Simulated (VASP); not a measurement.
Set up this calculation in VASP 6.6.1, as the native input.

```
Task                   : single point
Functional             : PBE
Potentials or basis    : VASP PAW PBE potentials, release 64 (Zn, S)
Cutoff                 : 520 eV
k mesh                 : 9 × 9 × 6
Occupations            : gaussian, width 0.02 eV
Spin                   : no spin polarisation
Dipole correction      : no
Further INCAR settings : ALGO = Normal; EDIFF = 1e-06; NBANDS = 26
```

The structure of ZnS (Wurtzite-2H) lies in POSCAR:

```
ZnS
1.0
    3.9224900541      0.0000000000      0.0000000000
   -1.9612450270      3.3969760329      0.0000000000
    0.0000000000      0.0000000000      6.4238458386
Zn S
2 2
Direct
    0.3333333333      0.6666666667      0.0050511892
    0.6666666667      0.3333333333      0.5050511892
    0.3333333333      0.6666666667      0.3799488108
    0.6666666667      0.3333333333      0.8799488108
```

This cell differs from its parent crystal: volume scaled by 1.06, then relaxed in part.

One way to write it, as run:

INCAR

```
SYSTEM = ZnS
PREC     = Accurate       ! precision mode
ENCUT    = 520            ! plane-wave cutoff, eV
EDIFF    = 1E-6           ! SCF threshold, eV
ISMEAR   = 0              ! smearing method
SIGMA    = 0.02           ! smearing width, eV
LREAL    = .False.        ! projectors in reciprocal space
LASPH    = .True.         ! aspherical terms in the spheres
NELM     = 100            ! most SCF steps
ALGO     = Normal         ! electronic algorithm
ISIF     = 2              ! what is computed and relaxed
LWAVE    = .False.        ! write WAVECAR
LCHARG   = .False.        ! write CHGCAR
GGA      = PE             ! functional
NBANDS   = 26             ! bands
```

KPOINTS

```
Automatic mesh
0
Gamma
  9 9 6
  0 0 0
```

Potentials or basis: VASP PAW PBE potentials, release 64 (Zn, S).

Command:

```sh
$ cat potpaw_PBE.64/Zn/POTCAR potpaw_PBE.64/S/POTCAR > POTCAR
$ mpirun -np 1 vasp_std > vasp.out
```

It gave:

```json
{"Pressure": "-3.4 GPa", "Largest force": "0.005 eV/Å", "Band gap on the k mesh": "1.83 eV, direct"}
```

Wall time 110 s on 1 thread of Intel(R) Xeon(R) Platinum 8259CL CPU @ 2.50GHz (Skylake/Cascade Lake), with other jobs on the host, peak memory 0.25 GiB.
